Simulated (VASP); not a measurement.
Here is a VASP 6.6.1 calculation.

File INCAR:

```
SYSTEM = CsI
PREC = Accurate
ENCUT = 400
EDIFF = 1E-8
ISMEAR = -1
SIGMA = 0.01
LREAL = .False.
LASPH = .True.
NELM = 120
ALGO = Normal
ISIF = 2
LWAVE = .False.
LCHARG = .False.
GGA = CA
LEFG = .True.
NBANDS = 15
GGA_COMPAT = .False.
```

Contents of KPOINTS:

```
regular mesh
0
Gamma
  7 7 7
  0 0 0
```

POSCAR

```
CsI
1.0
    4.5969439278      0.0000000000      0.0000000000
    0.0000000000      4.5969439278      0.0000000000
    0.0000000000      0.0000000000      4.5969439278
Cs I
1 1
Direct
    0.0000000000      0.0000000000      0.0000000000
    0.5000000000      0.5000000000      0.5000000000
```

Potentials or basis: VASP PAW LDA potentials, release 64 (Cs_sv, I).

Run with:

```bash
$ cat potpaw_LDA.64/Cs_sv/POTCAR potpaw_LDA.64/I/POTCAR > POTCAR
$ mpirun -np 1 vasp_std > vasp.out
```

**Question.** Estimate the pressure.

**Answer.** -1.5 GPa.

**Question.** What does it give for the band gap on the k mesh?

**Answer.** 3.50 eV, indirect (least direct gap 3.57 eV).

Caveat: without QUAD_EFG the Cq values of the log hold for a quadrupole moment of 1 mb, not for the nuclei; spin-orbit coupling is left out, which moves the levels of the heavy elements. A k mesh can miss the band edges.
